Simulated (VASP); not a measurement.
# AlRu in VASP: settings compared, part 2 of 2

VASP 6.6.1.

**3. Single point, PBE**

The input, INCAR:

```
SYSTEM = AlRu
  ALGO = Normal
  EDIFF = 1E-6
  ENCUT = 500
  GGA = PE
  GGA_COMPAT = .False.
  ISIF = 2
  ISMEAR = -1
  LASPH = .True.
  LCHARG = .True.
  LELF = .True.
  LREAL = .False.
  LVHAR = .True.
  LWAVE = .False.
  NBANDS = 16
  NELM = 120
  PREC = Accurate
  SIGMA = 0.05
```

The input, KPOINTS:

```
k-points
0
Gamma
  8 8 8
  0 0 0
```

The input, POSCAR:

```
AlRu
1.0
    2.9916000000      0.0149580000      0.0000000000
    0.0149580000      2.9916000000      0.0000000000
    0.0000000000      0.0000000000      2.9916000000
Ru Al
1 1
Direct
    0.5000000000      0.5000000000      0.5000000000
    0.0000000000      0.0000000000      0.0000000000
```

Potentials or basis: VASP PAW PBE potentials, release 64 (Ru_pv, Al).

Started as:

```sh
$ cat potpaw_PBE.64/Ru_pv/POTCAR potpaw_PBE.64/Al/POTCAR > POTCAR
$ mpirun -np 1 vasp_std > vasp.out
```

OUTCAR:

```text
SYSTEM = AlRu
   EDIFF = 1E-6
   ENCUT = 500
   GGA = PE
   ISIF = 2
   ISMEAR = -1
   LASPH = .True.
   LREAL = .False.
   NELM = 120
   PREC = Accurate

 ion  position               nearest neighbor table
   1  0.500  0.500  0.500-   2 2.58   2 2.58   2 2.58   2 2.58   2 2.60   2 2.60   2 2.60   2 2.60

   2  0.000  0.000  0.000-   1 2.58   1 2.58   1 2.58   1 2.58   1 2.60   1 2.60   1 2.60   1 2.60

  LATTYP: Found a base centered orthorhombic cell.
 ALAT       =     4.2096074867
 B/A-ratio  =     1.0100502513
 C/A-ratio  =     0.7106600816

  Lattice vectors:

 A1 = (  -0.0149580000,  -2.9916000000,   0.0000000000)
 A2 = (   2.9916000000,   0.0149580000,   0.0000000000)
 A3 = (   0.0000000000,   0.0000000000,   2.9916000000)

Analysis of symmetry for initial positions (statically):
=====================================================================
 Subroutine PRICEL returns:
 Original cell was already a primitive cell.

 Routine SETGRP: Setting up the symmetry group for a
 base centered orthorhombic supercell.

 Subroutine GETGRP returns: Found  8 space group operations
 (whereof  8 operations were pure point group operations)
 out of a pool of  8 trial point group operations.

The static configuration has the point symmetry D_2h.

Analysis of symmetry for dynamics (positions and initial velocities):
=====================================================================
 Subroutine PRICEL returns:
 Original cell was already a primitive cell.

 Routine SETGRP: Setting up the symmetry group for a
 base centered orthorhombic supercell.

 Subroutine GETGRP returns: Found  8 space group operations
 (whereof  8 operations were pure point group operations)
 out of a pool of  8 trial point group operations.

The dynamic configuration has the point symmetry D_2h.

[... 106 lines left out ...]
   POTIM  = 0.5000    time-step for ionic-motion
   TEBEG  =    0.0;   TEEND  =   0.0 temperature during run
   PSTRESS=    0.0 pullay stress
   NELECT =      17.0000    total number of electrons
   NUPDOWN=      -1.0000    fix difference up-down
   EMIN   =  10.00;   EMAX   =-10.00  energy-range for DOS
   EFERMI =   0.00;   METHOD = LEGACY
   ISMEAR =    -1;   SIGMA  =   0.05  broadening in eV -4-tet -1-fermi 0-gaus
   EFERMI_NEDOS =   21; number of points for ismear=-14 and -15
   IALGO  =     38    algorithm
   IMIX   =      4    mixing-type and parameters
     AMIX     =   0.40;   BMIX     =  1.00
     AMIX_MAG =   1.60;   BMIX_MAG =  1.00
  volume/ion in A,a.u.               =      13.39        90.34
  Fermi-wavevector in a.u.,A,eV,Ry     =   1.407099  2.659031 26.938539  1.979927
  Thomas-Fermi vector in A             =   2.529392
   LORBIT       =      0    0 simple, 1 ext, 2 COOP (PROOUT), +10 PAW based schemes
   GGA     = PE    functional components
   LHFCALC =     F    Hartree Fock is set to
   AEXX    =    0.0000 exact exchange contribution
   IVDW    =     0    specifies the selected vdW correction
   LEPSILON=     F    determine dielectric tensor
   LRPA    =     F    only Hartree local field effects (RPA)
 non-spin polarized calculation
  energy-cutoff  :      500.00
  volume of cell :       26.77
 maximum number of plane-waves:       697
 NGX is ok and might be reduce to    24
   NGX = 11   NGY = 11   NGZ = 11

 number of electron      16.9999995 magnetization

 Free energy of the ion-electron system (eV)
  ---------------------------------------------------
  ext. energy  EPLUGINS =         0.00000000
  ---------------------------------------------------
  free energy    TOTEN  =       -14.22686646 eV

  energy without entropy =      -14.20763842  energy(sigma->0) =      -14.21725244

 E-fermi :  10.7800     XC(G=0): -12.5641

 val. band max:       10.7416718232   @ k =  -0.2500   0.1250   0.0000
 cond. band min:      10.8222181740   @ k =   0.3750   0.3750   0.2500
 fundamental gap:      0.0805463509
 Fermi energy:        10.7800319951

 k-point     1 :       0.0000    0.0000    0.0000
  band No.  band energies     occupation
      1     -31.0240      2.00000
      2     -31.0216      2.00000
      3     -31.0188      2.00000
      4       1.0417      2.00000
      5       7.1619      2.00000
      6       7.1629      2.00000
[... 433 lines left out ...]
      3     -31.0098      2.00000
      4       2.4601      2.00000
      5       7.3497      2.00000
      6       7.6502      2.00000
[... 8 lines left out ...]
     15      24.4891      0.00000
     16      26.0813      0.00000

 [... further k-points ...]
[... 5 lines left out ...]
  --------------------------------------------------------------------------------------
  -------------------------------------------------------------------------------------
  Total        0.4933588      0.4933588      0.4927196     -0.2177228      0.0000000      0.0000000
  in kB       29.5239013     29.5239013     29.4856485    -13.0291114      0.0000000      0.0000000
  external PRESSURE =      29.5111504 kB  Pullay stress =       0.0000000 kB

 VOLUME and BASIS-vectors are now :
 -----------------------------------------------------------------------------
  energy-cutoff  :      500.00
  volume of cell :       26.77
      direct lattice vectors                 reciprocal lattice vectors
     2.991600000  0.014958000  0.000000000     0.334277644 -0.001671388  0.000000000
     0.014958000  2.991600000  0.000000000    -0.001671388  0.334277644  0.000000000
     0.000000000  0.000000000  2.991600000     0.000000000  0.000000000  0.334269287

 POSITION                                       TOTAL-FORCE (eV/Angst)
 -----------------------------------------------------------------------------------
      1.50328      1.50328      1.49580        -0.000000      0.000000      0.000000
      0.00000      0.00000      0.00000         0.000000      0.000000      0.000000
 -----------------------------------------------------------------------------------
    total drift:                                0.000000     -0.000000     -0.000000

  FREE ENERGIE OF THE ION-ELECTRON SYSTEM (eV)
  ---------------------------------------------------
  free  energy   TOTEN  =       -14.2268664556 eV

  energy  without entropy=      -14.2076384174  energy(sigma->0) =      -14.21725244
```

OSZICAR:

```text
N       E                     dE             d eps       ncg     rms          rms(c)
DAV:   1     0.111796323775E+03    0.11180E+03   -0.89804E+03  3432   0.955E+02
DAV:   2    -0.131400632657E+02   -0.12494E+03   -0.11929E+03  4000   0.286E+02
DAV:   3    -0.148902950680E+02   -0.17502E+01   -0.17445E+01  4360   0.356E+01
DAV:   4    -0.149025195669E+02   -0.12224E-01   -0.12212E-01  4168   0.315E+00
DAV:   5    -0.149026874865E+02   -0.16792E-03   -0.16769E-03  4224   0.355E-01    0.122E+01
DAV:   6    -0.143265481693E+02    0.57614E+00   -0.23531E+00  3704   0.165E+01    0.248E+00
DAV:   7    -0.142421625057E+02    0.84386E-01   -0.20908E-01  3504   0.509E+00    0.215E+00
DAV:   8    -0.142270304580E+02    0.15132E-01   -0.16578E-02  4000   0.104E+00    0.204E-01
DAV:   9    -0.142268741110E+02    0.15635E-03   -0.26601E-04  4272   0.131E-01    0.130E-01
DAV:  10    -0.142268679930E+02    0.61180E-05   -0.23698E-05  3816   0.530E-02    0.496E-03
DAV:  11    -0.142268669451E+02    0.10479E-05   -0.54350E-07  3328   0.691E-03    0.429E-03
DAV:  12    -0.142268664556E+02    0.48952E-06   -0.67076E-08  1968   0.285E-03
   1 F= -.14226866E+02 E0= -.14217252E+02  d E =-.192280E-01
```

stdout:

```text
POSCAR found type information on POSCAR RuAl
 POSCAR found :  2 types and       2 ions
 scaLAPACK will be used
 LDA part: xc-table for (Slater+PW92), standard interpolation
 POSCAR, INCAR and KPOINTS ok, starting setup
 FFT: planning ... GRIDC
 FFT: planning ... GRID_SOFT
 FFT: planning ... GRID
 WAVECAR not read
 entering main loop
```

Run time: 49 s. Hardware: 1 thread of Intel Xeon 8259CL, shared host; peak memory 0.17 GiB.

What came out:

- Free energy: -14.2269 eV
- Pressure: 3.0 GPa
- Band gap on the k mesh: zero (an odd number of electrons rules out a gap without spin polarisation)

**4. Single point, r2SCAN**

The input, POSCAR:

```
AlRu
1.0
    2.9916000000      0.0000000000      0.0000000000
    0.0000000000      2.9916000000      0.0000000000
    0.0000000000      0.0000000000      2.9916000000
Ru Al
1 1
Direct
    0.5000000000      0.5000000000      0.5000000000
    0.0000000000      0.0000000000      0.0000000000
```

The input, INCAR.step1:

```
SYSTEM = AlRu
PREC = Accurate ; ENCUT = 520
ISMEAR = 0 ; SIGMA = 0.1
LREAL = .False. ; LASPH = .True.
NELM = 100 ; NBANDS = 16
GGA = PE ; ALGO = Normal
EDIFF = 1E-4 ; LWAVE = .True.
LCHARG = .False.
```

The input, INCAR.step2:

```
SYSTEM = AlRu
PREC = Accurate ; ENCUT = 520
EDIFF = 1E-6 ; ISMEAR = 0
SIGMA = 0.1 ; LREAL = .False.
LASPH = .True. ; NELM = 100
ALGO = Normal ; ISIF = 2
LWAVE = .False. ; LCHARG = .False.
METAGGA = R2SCAN ; LMIXTAU = .True.
NBANDS = 16 ; ISTART = 1
```

The input, KPOINTS:

```
regular mesh
0
Gamma
  8 8 8
  0 0 0
```

Started as:

```sh
$ cat potpaw_PBE.64/Ru_pv/POTCAR potpaw_PBE.64/Al/POTCAR > POTCAR
$ cp INCAR.step1 INCAR
$ mpirun -np 1 vasp_std > vasp.out
$ cp INCAR.step2 INCAR
$ mpirun -np 1 vasp_std > vasp.out
```

It took 17 s on 1 thread of Intel Xeon 6975P-C (Granite Rapids), shared host; peak memory 0.14 GiB.

It converged, with:

```yaml
Free_energy: -33.5784 eV
Pressure: -1.5 GPa
Band_gap_on_the_k_mesh: zero (an odd number of electrons rules out a gap without spin polarisation)
```

Levels at points of the mesh, in eV from the Fermi level:
| k point | band 6 | band 7 | band 8 | band 9 | band 10 | band 11 | band 12 | band 13 |
| --- | --- | --- | --- | --- | --- | --- | --- | --- |
| (0.00, 0.00, 0.00) | -3.73 | 0.11 | 0.11 | 0.11 | 6.44 | 6.44 | 6.44 | 10.36 |
| (0.50, 0.00, 0.00) | -2.85 | -1.75 | -1.75 | 0.38 | 2.46 | 7.66 | 10.36 | 11.54 |
| (0.50, 0.50, 0.00) | -1.55 | -1.55 | -1.31 | -1.31 | 1.68 | 5.60 | 6.70 | 10.36 |
| (0.50, 0.50, 0.50) | -4.98 | 1.78 | 1.78 | 3.12 | 4.25 | 4.25 | 4.25 | 8.91 |

Caveat: the PAW data sets were made with another functional, which shifts forces and pressure a little.

**5. Single point, r2SCAN**

POSCAR is that of step 4.

The input, INCAR.step1:

```
  PREC = Accurate
  ENCUT = 520
  ISMEAR = 0
  SIGMA = 0.1
  LREAL = F
  LASPH = T
  NELM = 60
  NBANDS = 16
  GGA = PE
  ALGO = Normal
  EDIFF = 1E-4
  LWAVE = T
  LCHARG = F
```

The input, INCAR.step2:

```
  PREC = Accurate
  ENCUT = 520
  EDIFF = 1E-6
  ISMEAR = 0
  SIGMA = 0.1
  LREAL = F
  LASPH = T
  NELM = 60
  ALGO = Normal
  ISIF = 2
  LWAVE = F
  LCHARG = T
  METAGGA = R2SCAN
  LMIXTAU = T
  LELF = T
  LVHAR = T
  NBANDS = 16
  ISTART = 1
```

The input, KPOINTS:

```
Automatic mesh
0
Gamma
  10 10 10
```

Potentials or basis: VASP PAW PBE potentials, release 64 (Ru_pv, Al).

Started as:

```sh
$ cat potpaw_PBE.64/Ru_pv/POTCAR potpaw_PBE.64/Al/POTCAR > POTCAR
$ cp INCAR.step1 INCAR
$ mpirun -np 1 vasp_std > vasp.out
$ cp INCAR.step2 INCAR
$ mpirun -np 1 vasp_std > vasp.out
```

OUTCAR:

```text
PREC = Accurate
   ENCUT = 520
   EDIFF = 1E-6
   ISMEAR = 0
   LREAL = F
   LASPH = T
   NELM = 60
   ISIF = 2
   METAGGA = R2SCAN
   ISTART = 1

 ion  position               nearest neighbor table
   1  0.500  0.500  0.500-   2 2.59   2 2.59   2 2.59   2 2.59   2 2.59   2 2.59   2 2.59   2 2.59

   2  0.000  0.000  0.000-   1 2.59   1 2.59   1 2.59   1 2.59   1 2.59   1 2.59   1 2.59   1 2.59

  LATTYP: Found a simple cubic cell.
 ALAT       =     2.9916000000

  Lattice vectors:

 A1 = (   2.9916000000,   0.0000000000,   0.0000000000)
 A2 = (   0.0000000000,   2.9916000000,   0.0000000000)
 A3 = (   0.0000000000,   0.0000000000,   2.9916000000)

Analysis of symmetry for initial positions (statically):
=====================================================================
 Subroutine PRICEL returns:
 Original cell was already a primitive cell.

 Routine SETGRP: Setting up the symmetry group for a
 simple cubic supercell.

 Subroutine GETGRP returns: Found 48 space group operations
[... 159 lines left out ...]
  ---------------------------------------------------
  ext. energy  EPLUGINS =         0.00000000
  ---------------------------------------------------
  free energy    TOTEN  =       -33.61976314 eV

  energy without entropy =      -33.61120605  energy(sigma->0) =      -33.61548459

 E-fermi :  10.5708     XC(G=0): -13.6164

 val. band max:       10.5439558353   @ k =   0.4000   0.1000   0.1000
 cond. band min:      10.5757454693   @ k =   0.5000   0.1000   0.1000
 fundamental gap:      0.0317896340
 Fermi energy:        10.5707924462

 k-point     1 :       0.0000    0.0000    0.0000
  band No.  band energies     occupation
      1     -32.5198      2.00000
      2     -32.5198      2.00000
      3     -32.5198      2.00000
      4       0.3959      2.00000
      5       6.8830      2.00000
      6       6.8830      2.00000
[... 433 lines left out ...]
      3     -32.5257      2.00000
      4       2.4549      2.00000
      5       6.9036      2.00000
      6       7.5515      2.00000
[... 8 lines left out ...]
     15      25.2120      0.00000
     16      25.9999      0.00000

 [... further k-points ...]
[... 5 lines left out ...]
  --------------------------------------------------------------------------------------
  -------------------------------------------------------------------------------------
  Total       -0.3117736     -0.3117736     -0.3117736      0.0000000      0.0000000     -0.0000000
  in kB      -18.6568922    -18.6568922    -18.6568922      0.0000000      0.0000000     -0.0000000
  external PRESSURE =     -18.6568922 kB  Pullay stress =       0.0000000 kB

 VOLUME and BASIS-vectors are now :
 -----------------------------------------------------------------------------
  energy-cutoff  :      520.00
  volume of cell :       26.77
      direct lattice vectors                 reciprocal lattice vectors
     2.991600000  0.000000000  0.000000000     0.334269287  0.000000000  0.000000000
     0.000000000  2.991600000  0.000000000     0.000000000  0.334269287  0.000000000
     0.000000000  0.000000000  2.991600000     0.000000000  0.000000000  0.334269287

 POSITION                                       TOTAL-FORCE (eV/Angst)
 -----------------------------------------------------------------------------------
      1.49580      1.49580      1.49580         0.000000      0.000000      0.000000
      0.00000      0.00000      0.00000         0.000000      0.000000      0.000000
 -----------------------------------------------------------------------------------
    total drift:                                0.000000     -0.000000     -0.000000

  FREE ENERGIE OF THE ION-ELECTRON SYSTEM (eV)
  ---------------------------------------------------
  free  energy   TOTEN  =       -33.6197631365 eV

  energy  without entropy=      -33.6112060492  energy(sigma->0) =      -33.61548459
```

OUTCAR.step1:

```text
PREC = Accurate
   ENCUT = 520
   ISMEAR = 0
   LREAL = F
   LASPH = T
[... 678 lines left out ...]
 -----------------------------------------------------------------------------------
      1.49580      1.49580      1.49580         0.000000      0.000000      0.000000
      0.00000      0.00000      0.00000         0.000000      0.000000      0.000000
 -----------------------------------------------------------------------------------
    total drift:                                0.000000     -0.000000     -0.000000

  FREE ENERGIE OF THE ION-ELECTRON SYSTEM (eV)
  ---------------------------------------------------
  free  energy   TOTEN  =       -14.2636928971 eV

  energy  without entropy=      -14.2545744918  energy(sigma->0) =      -14.25913369
```

Wall time 27 s (1 thread of Intel Xeon 6975P-C (Granite Rapids), shared host); peak memory 0.15 GiB.

What came out:

| Quantity | Value |
| --- | --- |
| Free energy | -33.6198 eV |
| Pressure | -1.9 GPa |
| Band gap on the k mesh | zero (an odd number of electrons rules out a gap without spin polarisation) |

Levels at points of the mesh, in eV from the Fermi level:
```tsv
k point	band 5	band 6	band 7	band 8	band 9	band 10	band 11	band 12	band 13	band 14
(0.00, 0.00, 0.00)	-3.69	-3.69	0.15	0.15	0.15	6.51	6.51	6.51	10.34	11.47
(0.50, 0.00, 0.00)	-5.70	-2.81	-1.70	-1.70	0.42	2.50	7.74	10.34	11.61	11.61
(0.50, 0.50, 0.00)	-3.16	-1.48	-1.48	-1.26	-1.26	1.71	5.65	6.75	10.34	11.43
(0.50, 0.50, 0.50)	-4.92	-4.92	1.81	1.81	3.20	4.32	4.32	4.32	8.96	8.96
```

Caveat: the PAW data sets were made with another functional, which shifts forces and pressure a little.

**6. Single point, r2SCAN**

POSCAR is that of step 5.

The input, INCAR.step1:

```
SYSTEM = AlRu
PREC = Accurate ; ENCUT = 520
ISMEAR = 0 ; SIGMA = 0.1
LREAL = .FALSE. ; LASPH = .TRUE.
NELM = 80 ; NBANDS = 16
GGA = PE ; ALGO = Normal
EDIFF = 1E-4 ; LWAVE = .TRUE.
LCHARG = .FALSE.
```

The input, INCAR.step2:

```
SYSTEM = AlRu
PREC = Accurate ; ENCUT = 520
EDIFF = 1E-7 ; ISMEAR = 0
SIGMA = 0.1 ; LREAL = .FALSE.
LASPH = .TRUE. ; NELM = 80
ALGO = Normal ; ISIF = 2
LWAVE = .FALSE. ; LCHARG = .TRUE.
METAGGA = R2SCAN ; LMIXTAU = .TRUE.
LELF = .TRUE. ; LVHAR = .TRUE.
NBANDS = 16 ; ISTART = 1
```

The input, KPOINTS:

```
Automatic mesh
0
G
  12 12 12
  0 0 0
```

Potentials or basis: VASP PAW PBE potentials, release 64 (Ru_pv, Al).

Started as:

```sh
$ cat potpaw_PBE.64/Ru_pv/POTCAR potpaw_PBE.64/Al/POTCAR > POTCAR
$ cp INCAR.step1 INCAR
$ mpirun -np 1 vasp_std > vasp.out
$ cp INCAR.step2 INCAR
$ mpirun -np 1 vasp_std > vasp.out
```

Run time: 40 s. Hardware: 1 thread of Intel Xeon 6975P-C (Granite Rapids), shared host; peak memory 0.16 GiB.

Results (log left out):

```yaml
Free_energy: -33.6172 eV
Pressure: -2.0 GPa
Band_gap_on_the_k_mesh: zero (an odd number of electrons rules out a gap without spin polarisation)
```

Levels at points of the mesh, in eV from the Fermi level:
```
           k point  band 6  band 7  band 8  band 9  band 10  band 11  band 12  band 13
(0.00, 0.00, 0.00)   -3.67    0.19    0.19    0.19     6.53     6.53     6.53    10.36
(0.50, 0.00, 0.00)   -2.79   -1.67   -1.67    0.45     2.52     7.76    10.36    11.63
(0.50, 0.50, 0.00)   -1.46   -1.46   -1.23   -1.23     1.73     5.67     6.77    10.36
(0.50, 0.50, 0.50)   -4.90    1.83    1.83    3.21     4.34     4.34     4.34     8.98
```

Caveat: the PAW data sets were made with another functional, which shifts forces and pressure a little.

**7. The runs side by side**

```tsv
level	cell	k mesh	cutoff (eV)	smearing	gap on the mesh (eV)	pressure (GPa)
PBE	a = 2.992 Å, angles 90.0, 90.0, 90.6°, 2 atoms	8 × 8 × 8	500	fermi-dirac 0.05 eV	none	3.0
PBE	a = 2.992 Å, angles 90.0, 90.0, 89.4°, 2 atoms	8 × 8 × 8	500	fermi-dirac 0.05 eV	none	3.0
r2SCAN	a = 2.992 Å, 2 atoms	8 × 8 × 8	520	gaussian 0.1 eV	none	-1.5
r2SCAN	a = 2.992 Å, 2 atoms	10 × 10 × 10	520	gaussian 0.1 eV	none	-1.9
r2SCAN	a = 2.992 Å, 2 atoms	12 × 12 × 12	520	gaussian 0.1 eV	none	-2.0
```

Alike in all rows: task single point; potentials or basis VASP PAW PBE potentials, release 64 (Ru_pv, Al); no spin polarisation.

Caveats: the PAW data sets were made with another functional, which shifts forces and pressure a little (at least some runs).

Total energies depend on the potentials used, so only differences within one code and one set of settings carry meaning.
